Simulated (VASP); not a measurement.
Ba:

```xyz
1
Lattice="4.3116 0.0000 0.0000 -2.1558 3.7340 0.0000 0.0000 0.0000 3.9134" Properties=species:S:1:pos:R:3 pbc="T T T"
Ba    0.0000    0.0000    0.0000
```

```yaml
Program: VASP 6.6.1
Task: relaxation of cell and atoms
Functional: PBEsol
Dispersion: D4
Potentials_or_basis: VASP PAW PBE potentials, release 64 (Ba_sv)
Cutoff: 600 eV
k_mesh: 7 × 7 × 7
Occupations: fermi-dirac, width 0.05 eV
Spin: no spin polarisation
```

At the start: pressure -1.0 GPa; volume 63.00 Å³/atom.

**Question.** Where does the relaxation end?

**Answer.** Over 7 steps the energy falls by 33.1 meV/atom and the volume is 54.55 Å³/atom (-13.4 %); space group P6/mmm (No. 191, to 0.05 Å).

Step by step:
| step | energy change (eV) | largest force (eV/Å) | pressure (GPa) | volume (Å³) |
| --- | --- | --- | --- | --- |
| 1 | 0.0000 | 0.0000 | -1.01 | 63.00 |
| 2 | -0.0210 | 0.0000 | -0.69 | 59.43 |
| 3 | -0.0326 | 0.0000 | -0.14 | 55.33 |
| 4 | -0.0328 | 0.0000 | -0.03 | 54.68 |
| 5 | -0.0328 | 0.0000 | -0.05 | 54.84 |
| 6 | -0.0331 | 0.0000 | -0.02 | 54.62 |
| 7 | -0.0331 | 0.0000 | -0.01 | 54.55 |

Final structure:
```cif
data_structure
_symmetry_space_group_name_H-M 'P 1'
_symmetry_Int_Tables_number 1
_cell_length_a 4.0748
_cell_length_b 4.0748
_cell_length_c 3.7935
_cell_angle_alpha 90.000
_cell_angle_beta 90.000
_cell_angle_gamma 120.000
_cell_volume 54.55
loop_
_atom_site_label
_atom_site_type_symbol
_atom_site_fract_x
_atom_site_fract_y
_atom_site_fract_z
_atom_site_occupancy
Ba1 Ba 0.00000 0.00000 0.00000 1
```

Caveat: the PAW data sets were made with another functional, which shifts forces and pressure a little; pairwise dispersion overbinds metals, which lowers pressure and volume.
